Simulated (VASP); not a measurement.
Here is a VASP 6.6.1 calculation.

INCAR

```
PREC     = Accurate       # precision mode
ENCUT    = 600            # plane-wave cutoff, eV
EDIFF    = 1E-7           # SCF threshold, eV
ISMEAR   = 1              # smearing method
SIGMA    = 0.1            # smearing width, eV
LREAL    = F              # projectors in reciprocal space
LASPH    = T              # aspherical terms in the spheres
NELM     = 120            # most SCF steps
ALGO     = Normal         # electronic algorithm
ISIF     = 3              # what is computed and relaxed
LWAVE    = F              # write WAVECAR
LCHARG   = F              # write CHGCAR
GGA      = CA             # functional
IBRION   = 2              # ionic algorithm
NSW      = 60             # ionic steps
EDIFFG   = -0.01          # ionic threshold
GGA_COMPAT= F            
NELMIN   = 4
```

File KPOINTS:

```
Automatic mesh
0
Gamma
  11 11 7
```

File POSCAR:

```
O
1.0
    1.7755910000      0.0000000000      0.0000000000
    0.0000000000      1.7755910000      0.0000000000
    0.0000000000      0.0000000000      3.0530510000
O
1
Direct
    0.0000000000      0.0000000000      0.0000000000
```

Potentials or basis: VASP PAW LDA potentials, release 64 (O).

Run with:

```bash
$ cat potpaw_LDA.64/O/POTCAR > POTCAR
$ mpirun -np 1 vasp_std > vasp.out
```

(1) What does it give for the space group after relaxing (to 0.05 Å)?

(2) What does it give for the band gap on the k mesh?

(3) Predict the relaxed volume.

Results:

(1) P4/mmm (No. 123).

(2) zero (band 3 reaches 4.87 eV, above the bottom of band 4 at -0.28 eV).

(3) 8.96 Å³/atom.
